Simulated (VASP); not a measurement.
# GaP (pbe) (F-43m) in VASP: further runs

GaP (pbe) is run at these levels: PBE; tasks: single point.

All numbers are computed with VASP 6.6.1; they aren't measurements. Logs are shortened: lines on timing, memory, paths and dates and some standing lists are left out, and cuts for length are marked.

### Step 1. The cell of the first run

It takes space group F-43m (No. 216, cubic). The conventional cell has a = 5.451 Å, b = 5.451 Å, c = 5.451 Å, α = 90.00°, β = 90.00°, γ = 90.00°. Ga (site symmetry -43m) has 4 P at 2.36 Å within 3.1 Å. P (site symmetry -43m) has 4 Ga at 2.36 Å within 3.1 Å.

### Step 2. Single point, PBE

File INCAR:

```
  PREC = Accurate
  ENCUT = 500
  EDIFF = 1E-6
  ISMEAR = 0
  SIGMA = 0.1
  LREAL = False
  LASPH = True
  NELM = 120
  ALGO = Normal
  ISIF = 2
  LWAVE = False
  LCHARG = True
  GGA = PE
  LELF = True
  LVHAR = True
  NBANDS = 16
  GGA_COMPAT = False
```

File KPOINTS:

```
regular mesh
0
Gamma
  6 6 6
```

File POSCAR:

```
GaP
1.0
    0.0000000000      2.7255000000      2.7255000000
    2.7255000000      0.0000000000      2.7255000000
    2.7255000000      2.7255000000      0.0000000000
Ga P
1 1
Direct
    0.0000000000      0.0000000000      0.0000000000
    0.2500000000      0.2500000000      0.2500000000
```

Potentials or basis: VASP PAW PBE potentials, release 64 (Ga_d, P).

The run is started by

```
$ cat potpaw_PBE.64/Ga_d/POTCAR potpaw_PBE.64/P/POTCAR > POTCAR
$ mpirun -np 1 vasp_std > vasp.out
```

OUTCAR:

```text
PREC = Accurate
   ENCUT = 500
   EDIFF = 1E-6
   ISMEAR = 0
   LREAL = False
   LASPH = True
   NELM = 120
   ISIF = 2
   GGA = PE

 ion  position               nearest neighbor table
   1  0.000  0.000  0.000-   2 2.36   2 2.36   2 2.36   2 2.36
   2  0.250  0.250  0.250-   1 2.36   1 2.36   1 2.36   1 2.36

  LATTYP: Found a face centered cubic cell.
 ALAT       =     5.4510000000

  Lattice vectors:

 A1 = (   0.0000000000,   2.7255000000,   2.7255000000)
 A2 = (   2.7255000000,   0.0000000000,   2.7255000000)
 A3 = (   2.7255000000,   2.7255000000,   0.0000000000)

Analysis of symmetry for initial positions (statically):
=====================================================================
 Subroutine PRICEL returns:
 Original cell was already a primitive cell.

 Routine SETGRP: Setting up the symmetry group for a
 face centered cubic supercell.

 Subroutine GETGRP returns: Found 24 space group operations
 (whereof 24 operations were pure point group operations)
 out of a pool of 48 trial point group operations.

The static configuration has the point symmetry T_d .

Analysis of symmetry for dynamics (positions and initial velocities):
=====================================================================
 Subroutine PRICEL returns:
 Original cell was already a primitive cell.

 Routine SETGRP: Setting up the symmetry group for a
 face centered cubic supercell.

 Subroutine GETGRP returns: Found 24 space group operations
 (whereof 24 operations were pure point group operations)
 out of a pool of 48 trial point group operations.

The dynamic configuration has the point symmetry T_d .

 Subroutine INISYM returns: Found 24 space group operations
 (whereof 24 operations are pure point group operations),
 and found     1 'primitive' translations

----------------------------------------------------------------------------------------

                                     Primitive cell

  volume of cell :      40.4919

  direct lattice vectors                    reciprocal lattice vectors
     0.000000000  2.725500000  2.725500000    -0.183452578  0.183452578  0.183452578
     2.725500000  0.000000000  2.725500000     0.183452578 -0.183452578  0.183452578
     2.725500000  2.725500000  0.000000000     0.183452578  0.183452578 -0.183452578

  length of vectors
     3.854439064  3.854439064  3.854439064     0.317749185  0.317749185  0.317749185

  position of ions in fractional coordinates (direct lattice)
     0.000000000  0.000000000  0.000000000
     0.250000000  0.250000000  0.250000000

  ion indices of the primitive-cell ions
   primitive index   ion index
                 1           1
                 2           2

----------------------------------------------------------------------------------------

 KPOINTS: regular mesh

Automatic generation of k-mesh.
 Grid dimensions read from file:
 generate k-points for:    6    6    6

 Generating k-lattice:

  Cartesian coordinates                     Fractional coordinates (reciprocal lattice)
    -0.030575430  0.030575430  0.030575430     0.166666667  0.000000000  0.000000000
     0.030575430 -0.030575430  0.030575430     0.000000000  0.166666667  0.000000000
     0.030575430  0.030575430 -0.030575430     0.000000000  0.000000000  0.166666667

  Length of vectors
     0.052958198  0.052958198  0.052958198

  Shift w.r.t. Gamma in fractional coordinates (k-lattice)
     0.000000000  0.000000000  0.000000000

 Subroutine IBZKPT returns following result:
 ===========================================

 Found     16 irreducible k-points:

 Following reciprocal coordinates:
            Coordinates               Weight
  0.000000  0.000000  0.000000      1.000000
  0.166667  0.000000  0.000000      8.000000
  0.333333  0.000000  0.000000      8.000000
  0.500000  0.000000  0.000000      4.000000
  0.166667  0.166667  0.000000      6.000000
  0.333333  0.166667  0.000000     24.000000
[... 8 lines left out ...]
 -0.333333  0.333333  0.166667     24.000000
 -0.333333  0.500000  0.166667     12.000000
   k-points           NKPTS =     16   k-points in BZ     NKDIM =     16   number of bands    NBANDS=     16
   number of dos      NEDOS =    301   number of ions     NIONS =      2
   total plane-waves  NPLWV =  21952
   dimension x,y,z NGX =    28 NGY =   28 NGZ =   28
   dimension x,y,z NGXF=    56 NGYF=   56 NGZF=   56
   ions per type =               1   1
   NGX,Y,Z   is equivalent  to a cutoff of  12.08, 12.08, 12.08 a.u.
   NGXF,Y,Z  is equivalent  to a cutoff of  24.15, 24.15, 24.15 a.u.
 SYSTEM =  unknown system
   PREC   = accura    normal or accurate (medium, high low for compatibility)
   ISTART =      0    job   : 0-new  1-cont  2-samecut
   ICHARG =      2    charge: 1-file 2-atom 10-const
   ISPIN  =      1    spin polarized calculation?
   LNONCOLLINEAR =      F non collinear calculations
   LSORBIT =      F    spin-orbit coupling
   LASPH  =      T    aspherical Exc in radial PAW
   ENCUT  =  500.0 eV  36.75 Ry    6.06 a.u.   7.03  7.03  7.03*2*pi/ulx,y,z
   NELM   =    120;   NELMIN=  2; NELMDL= -5     # of ELM steps
   EDIFF  = 0.1E-05   stopping-criterion for ELM
   LREAL  =      F    real-space projection
   EDIFFG = 0.1E-04   stopping-criterion for IOM
   NSW    =      0    number of steps for IOM
   IBRION =     -1    ionic relax: 0-MD 1-quasi-New 2-CG
   NFREE  =      0    steps in history (QN), initial steepest desc. (CG)
   ISIF   =      2    stress and relaxation
   ISYM   =      2    0-nonsym 1-usesym 2-fastsym
   POTIM  = 0.5000    time-step for ionic-motion
   TEBEG  =    0.0;   TEEND  =   0.0 temperature during run
   PSTRESS=    0.0 pullay stress
   NELECT =      18.0000    total number of electrons
   NUPDOWN=      -1.0000    fix difference up-down
   EMIN   =  10.00;   EMAX   =-10.00  energy-range for DOS
   EFERMI =   0.00;   METHOD = LEGACY
   ISMEAR =     0;   SIGMA  =   0.10  broadening in eV -4-tet -1-fermi 0-gaus
   EFERMI_NEDOS =   21; number of points for ismear=-14 and -15
   IALGO  =     38    algorithm
   IMIX   =      4    mixing-type and parameters
     AMIX     =   0.40;   BMIX     =  1.00
     AMIX_MAG =   1.60;   BMIX_MAG =  1.00
  volume/ion in A,a.u.               =      20.25       136.63
  Fermi-wavevector in a.u.,A,eV,Ry     =   1.249423  2.361067 21.239480  1.561058
  Thomas-Fermi vector in A             =   2.383464
   LORBIT       =      0    0 simple, 1 ext, 2 COOP (PROOUT), +10 PAW based schemes
   GGA     = PE    functional components
   LHFCALC =     F    Hartree Fock is set to
   AEXX    =    0.0000 exact exchange contribution
   IVDW    =     0    specifies the selected vdW correction
   LEPSILON=     F    determine dielectric tensor
   LRPA    =     F    only Hartree local field effects (RPA)
 non-spin polarized calculation
 Gauss-broadening in eV      SIGMA  =   0.10
  energy-cutoff  :      500.00
  volume of cell :       40.49
 maximum number of plane-waves:      1056
   NGX = 13   NGY = 13   NGZ = 13

 number of electron      18.0000016 magnetization

 Free energy of the ion-electron system (eV)
  ---------------------------------------------------
  ext. energy  EPLUGINS =         0.00000000
  ---------------------------------------------------
  free energy    TOTEN  =        -9.10244363 eV

  energy without entropy =       -9.10244363  energy(sigma->0) =       -9.10244363

 E-fermi :   5.0662     XC(G=0):  -9.8288

 val. band max:        4.6559669487   @ k =   0.0000   0.0000   0.0000
 cond. band min:       6.3075255029   @ k =   0.5000   0.5000   0.0000
 fundamental gap:      1.6515585542
 Fermi energy:         5.0662491468

 k-point     1 :       0.0000    0.0000    0.0000
  band No.  band energies     occupation
      1      -9.9015      2.00000
      2      -9.9015      2.00000
      3      -9.9015      2.00000
      4      -9.8021      2.00000
      5      -9.8021      2.00000
      6      -7.8349      2.00000
[... 8 lines left out ...]
     15      14.4397      0.00000
     16      14.4397      0.00000

 k-point     2 :       0.1667    0.0000    0.0000
  band No.  band energies     occupation
      1      -9.9244      2.00000
      2      -9.8937      2.00000
      3      -9.8937      2.00000
      4      -9.8020      2.00000
      5      -9.8020      2.00000
      6      -7.4789      2.00000
[... 8 lines left out ...]
     15      13.6209      0.00000
     16      14.7096      0.00000

 k-point     3 :       0.3333    0.0000    0.0000
  band No.  band energies     occupation
      1      -9.9645      2.00000
      2      -9.8812      2.00000
      3      -9.8812      2.00000
      4      -9.7985      2.00000
      5      -9.7985      2.00000
      6      -6.5320      2.00000
[... 8 lines left out ...]
     15      14.3001      0.00000
     16      14.3545      0.00000

 k-point     4 :       0.5000    0.0000    0.0000
  band No.  band energies     occupation
      1      -9.9828      2.00000
      2      -9.8768      2.00000
      3      -9.8768      2.00000
      4      -9.7947      2.00000
      5      -9.7947      2.00000
      6      -5.7691      2.00000
[... 8 lines left out ...]
     15      16.3399      0.00000
     16      16.3399      0.00000
[... 172 lines left out ...]
 k-point    14 :       0.5000    0.3333    0.1667
  band No.  band energies     occupation
      1      -9.9879      2.00000
      2      -9.8672      2.00000
      3      -9.8562      2.00000
      4      -9.8162      2.00000
      5      -9.7913      2.00000
      6      -5.7564      2.00000
[... 8 lines left out ...]
     15      16.4735      0.00000
     16      17.9234      0.00000

 k-point    15 :      -0.3333    0.3333    0.1667
  band No.  band energies     occupation
      1      -9.9940      2.00000
      2      -9.8672      2.00000
      3      -9.8495      2.00000
      4      -9.8128      2.00000
      5      -9.7944      2.00000
      6      -5.1046      2.00000
[... 8 lines left out ...]
     15      17.1270      0.00000
     16      17.4325      0.00000

 k-point    16 :      -0.3333    0.5000    0.1667
  band No.  band energies     occupation
      1     -10.0049      2.00000
      2      -9.8559      2.00000
      3      -9.8415      2.00000
      4      -9.8226      2.00000
      5      -9.7889      2.00000
      6      -4.8007      2.00000
[... 8 lines left out ...]
     15      16.5587      0.00000
     16      18.2588      0.00000

------------------------ aborting loop because EDIFF is reached ----------------------------------------

  FORCE on cell =-STRESS in cart. coord.  units (eV):
  Direction    XX          YY          ZZ          XY          YZ          ZX
  --------------------------------------------------------------------------------------
  -------------------------------------------------------------------------------------
  Total        0.6105811      0.6105811      0.6105811      0.0000000      0.0000000      0.0000000
  in kB       24.1593558     24.1593558     24.1593558      0.0000000      0.0000000      0.0000000
  external PRESSURE =      24.1593558 kB  Pullay stress =       0.0000000 kB

 VOLUME and BASIS-vectors are now :
 -----------------------------------------------------------------------------
  energy-cutoff  :      500.00
  volume of cell :       40.49
      direct lattice vectors                 reciprocal lattice vectors
     0.000000000  2.725500000  2.725500000    -0.183452578  0.183452578  0.183452578
     2.725500000  0.000000000  2.725500000     0.183452578 -0.183452578  0.183452578
     2.725500000  2.725500000  0.000000000     0.183452578  0.183452578 -0.183452578

 POSITION                                       TOTAL-FORCE (eV/Angst)
 -----------------------------------------------------------------------------------
      0.00000      0.00000      0.00000         0.000000     -0.000000     -0.000000
      1.36275      1.36275      1.36275        -0.000000      0.000000      0.000000
 -----------------------------------------------------------------------------------
    total drift:                                0.000001      0.000001      0.000001

  FREE ENERGIE OF THE ION-ELECTRON SYSTEM (eV)
  ---------------------------------------------------
  free  energy   TOTEN  =        -9.1024436274 eV

  energy  without entropy=       -9.1024436274  energy(sigma->0) =       -9.10244363
```

It took 6.9 s on 1 thread of AMD EPYC 9R45 (Zen 5), shared host; peak memory 0.12 GiB.

What came out:

| Property | Result |
| --- | --- |
| Free energy | -9.1024 eV |
| Pressure | 2.4 GPa |
| Band gap on the k mesh | 1.65 eV, indirect (least direct gap 1.82 eV) |

A k mesh can miss the band edges. PBE gaps usually lie below the measured ones, often by a third to a half.

### Step 3. Single point, PBE

This run uses another cell than the first one, of 20.87 Å³/atom, 1.031 times its volume.

File INCAR:

```
PREC = Accurate
ENCUT = 500
EDIFF = 1E-6
ISMEAR = 0
SIGMA = 0.02
LREAL = F
LASPH = T
NELM = 120
ALGO = Normal
ISIF = 2
LWAVE = F
LCHARG = F
GGA = PE
NBANDS = 16
GGA_COMPAT = F
```

File KPOINTS:

```
Automatic mesh
0
Gamma
  8 8 8
```

File POSCAR:

```
GaP
1.0
    0.0000000000      2.7532515429      2.7532515429
    2.7532515429      0.0000000000      2.7532515429
    2.7532515429      2.7532515429      0.0000000000
Ga P
1 1
Direct
    0.0000000000      0.0000000000      0.0000000000
    0.2500000000      0.2500000000      0.2500000000
```

Potentials or basis: VASP PAW PBE potentials, release 64 (Ga_d, P).

The run is started by

```
$ cat potpaw_PBE.64/Ga_d/POTCAR potpaw_PBE.64/P/POTCAR > POTCAR
$ mpirun -np 1 vasp_std > vasp.out
```

Run time: 10 s. Hardware: 1 thread of AMD EPYC 9R45 (Zen 5), shared host; peak memory 0.13 GiB.

It converged, with:

- Free energy: -9.1255 eV
- Pressure: -0.1 GPa
- Band gap on the k mesh: 1.57 eV, direct

Levels at points of the mesh, in eV from the valence-band top:
```csv
k point,band 7,band 8,band 9,band 10,band 11,band 12
"(0.00, 0.00, 0.00)",0.00,0.00,0.00,1.57,3.90,3.90
"(0.50, 0.00, 0.00)",-6.46,-1.07,-1.07,1.58,4.73,4.73
"(0.50, 0.50, 0.00)",-6.61,-2.58,-2.58,1.72,1.85,10.37
```

A k mesh can miss the band edges.

### Step 4. Single point, PBE

This run uses another cell than the first one, of 20.87 Å³/atom, 1.031 times its volume.

Edit INCAR of step 3 so:

```diff
@@ -4,3 +4,3 @@
 ISMEAR = 0
-SIGMA = 0.02
+SIGMA = 0.01
 LREAL = F
```

KPOINTS is that of step 3.

POSCAR is that of step 3.

The run is started by

```
$ cat potpaw_PBE.64/Ga_d/POTCAR potpaw_PBE.64/P/POTCAR > POTCAR
$ mpirun -np 1 vasp_std > vasp.out
```

Run time: 11 s. Hardware: 1 thread of AMD EPYC 9R45 (Zen 5), shared host; peak memory 0.13 GiB.

It converged, with:

- Free energy: -9.1255 eV
- Pressure: -0.1 GPa
- Band gap on the k mesh: 1.57 eV, direct

Levels at points of the mesh, in eV from the valence-band top:
```tsv
k point	band 5	band 6	band 7	band 8	band 9	band 10	band 11	band 12	band 13	band 14
(0.00, 0.00, 0.00)	-14.41	-12.27	0.00	0.00	0.00	1.57	3.90	3.90	3.90	8.68
(0.50, 0.00, 0.00)	-14.41	-10.30	-6.46	-1.07	-1.07	1.58	4.73	4.73	8.22	10.67
(0.50, 0.50, 0.00)	-14.39	-9.44	-6.61	-2.58	-2.58	1.72	1.85	10.37	10.37	10.92
```

A k mesh can miss the band edges.

### Step 5. Single point, PBE

This run uses another cell than the first one, of 20.87 Å³/atom, 1.031 times its volume.

File INCAR:

```
SYSTEM = GaP
PREC     = Accurate       ! precision mode
ENCUT    = 500            ! plane-wave cutoff, eV
EDIFF    = 1E-6           ! SCF threshold, eV
ISMEAR   = 0              ! smearing method
SIGMA    = 0.01           ! smearing width, eV
LREAL    = .False.        ! projectors in reciprocal space
LASPH    = .True.         ! aspherical terms in the spheres
NELM     = 120            ! most SCF steps
ALGO     = Normal         ! electronic algorithm
ISIF     = 2              ! what is computed and relaxed
LWAVE    = .False.        ! write WAVECAR
LCHARG   = .True.         ! write CHGCAR
GGA      = PE             ! functional
LELF     = .True.         ! ELF
LVHAR    = .True.       
NBANDS   = 16             ! bands
GGA_COMPAT= .False.
```

File KPOINTS:

```
Automatic mesh
0
Gamma
  8 8 8
  0 0 0
```

POSCAR is that of step 4.

The run is started by

```
$ cat potpaw_PBE.64/Ga_d/POTCAR potpaw_PBE.64/P/POTCAR > POTCAR
$ mpirun -np 1 vasp_std > vasp.out
```

It took 11 s on 1 thread of AMD EPYC 9R45 (Zen 5), shared host; peak memory 0.13 GiB.

Results (log left out):

| Property | Result |
| --- | --- |
| Free energy | -9.1255 eV |
| Pressure | -0.1 GPa |
| Band gap on the k mesh | 1.57 eV, direct |

Levels at points of the mesh, in eV from the valence-band top:
| k point | band 6 | band 7 | band 8 | band 9 | band 10 | band 11 | band 12 | band 13 |
| --- | --- | --- | --- | --- | --- | --- | --- | --- |
| (0.00, 0.00, 0.00) | -12.27 | 0.00 | 0.00 | 0.00 | 1.57 | 3.90 | 3.90 | 3.90 |
| (0.50, 0.00, 0.00) | -10.30 | -6.46 | -1.07 | -1.07 | 1.58 | 4.73 | 4.73 | 8.22 |
| (0.50, 0.50, 0.00) | -9.44 | -6.61 | -2.58 | -2.58 | 1.72 | 1.85 | 10.37 | 10.37 |

### Step 6. Summary

```csv
cell,k mesh,smearing,gap on the mesh (eV),pressure (GPa)
"a = 3.854 Å, angles 60.0°, 2 atoms",6 × 6 × 6,gaussian 0.1 eV,1.65,2.4
"a = 3.894 Å, angles 60.0°, 2 atoms",8 × 8 × 8,gaussian 0.02 eV,1.57,-0.1
"a = 3.894 Å, angles 60.0°, 2 atoms",8 × 8 × 8,gaussian 0.01 eV,1.57,-0.1
```

Alike in all rows: task single point; level PBE; potentials or basis VASP PAW PBE potentials, release 64 (Ga_d, P); no spin polarisation; cutoff (eV) 500.

Total energies depend on the potentials used, so only differences within one code and one set of settings carry meaning.
